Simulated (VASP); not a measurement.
A run of VASP 6.6.1:

File INCAR:

```
PREC = Accurate
ENCUT = 520
EDIFF = 1E-8
ISMEAR = -1
SIGMA = 0.05
LREAL = F
LASPH = T
NELM = 60
ALGO = Normal
ISIF = 2
LWAVE = F
LCHARG = F
LEFG = T
NBANDS = 66
```

File KPOINTS:

```
regular mesh
0
Gamma
  9 9 9
```

The input POSCAR:

```
W
1.0
    5.0830000000      0.0000000000      0.0000000000
    0.0000000000      5.0830000000      0.0000000000
    0.0000000000      0.0000000000      5.0830000000
W
8
Direct
    0.0000000000      0.0000000000      0.0000000000
    0.5000000000      0.5000000000      0.5000000000
    0.0000000000      0.5000000000      0.2500000000
    0.0000000000      0.5000000000      0.7500000000
    0.2500000000      0.0000000000      0.5000000000
    0.7500000000      0.0000000000      0.5000000000
    0.5000000000      0.7500000000      0.0000000000
    0.5000000000      0.2500000000      0.0000000000
```

Potentials or basis: VASP PAW LDA potentials, release 64 (W_sv).

Run with:

```sh
$ cat potpaw_LDA.64/W_sv/POTCAR > POTCAR
$ mpirun -np 1 vasp_std > vasp.out
```

Hardware: 1 thread of AMD EPYC 7R43 64-Core Processor (Zen 3) (shared host).

Estimate the wall time of this run.

Run time: 6.1 min on 1 thread of AMD EPYC 7R43 64-Core Processor (Zen 3) (shared host), peak memory 0.28 GiB. Counts: scf iterations 15, k points 35.
